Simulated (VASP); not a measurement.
## Al: single point with LDA

Al, a slab with vacuum:

```
CELL_PARAMETERS angstrom
2.81684 0.00000 0.00000
0.00000 3.98362 0.00000
0.00000 0.00000 27.67580
ATOMIC_POSITIONS crystal
Al 0.50000 0.50000 0.27193
Al 0.00000 0.00000 0.31921
Al 0.50000 0.50000 0.37241
Al 0.00000 0.00000 0.42193
Al 0.50000 0.50000 0.47395
Al 0.00000 0.00000 0.52605
Al 0.50000 0.50000 0.57807
Al 0.00000 0.00000 0.62759
Al 0.50000 0.50000 0.68079
Al 0.00000 0.00000 0.72807
```

```
Program             : VASP 6.6.1
Task                : single point
Functional          : LDA
Potentials or basis : VASP PAW LDA potentials, release 64 (Al)
Cutoff              : 520 eV
k mesh              : 12 × 9 × 1
Occupations         : gaussian, width 0.1 eV
Spin                : no spin polarisation
```

* Largest force: 0.011 eV/Å
* Band gap on the k mesh: zero (band 15 reaches 3.62 eV, above the bottom of band 16 at 0.46 eV)

Forces in eV/Å, atoms in the order of the input:
```
Al   0.000  0.000 -0.003
Al   0.000  0.000  0.003
Al   0.000  0.000 -0.004
Al   0.000  0.000 -0.006
Al   0.000  0.000  0.011
Al   0.000  0.000 -0.011
Al   0.000  0.000  0.006
Al   0.000  0.000  0.004
Al   0.000  0.000 -0.003
Al   0.000  0.000  0.003
```

Levels at points of the mesh, in eV from the Fermi level:
```
           k point  band 10  band 11  band 12  band 13  band 14  band 15  band 16  band 17  band 18  band 19
(0.00, 0.00, 0.00)    -2.27    -1.61    -1.39    -0.94    -0.62    -0.54    -0.10     0.72     1.10     1.32
(0.50, 0.00, 0.00)    -2.99    -1.09    -1.09     0.48     0.48     1.45     1.45     1.85     1.85     2.24
```

Wall time 8.3 min on 1 thread of Intel Xeon 6975P-C, with other jobs on the host, peak memory 0.4 GiB.
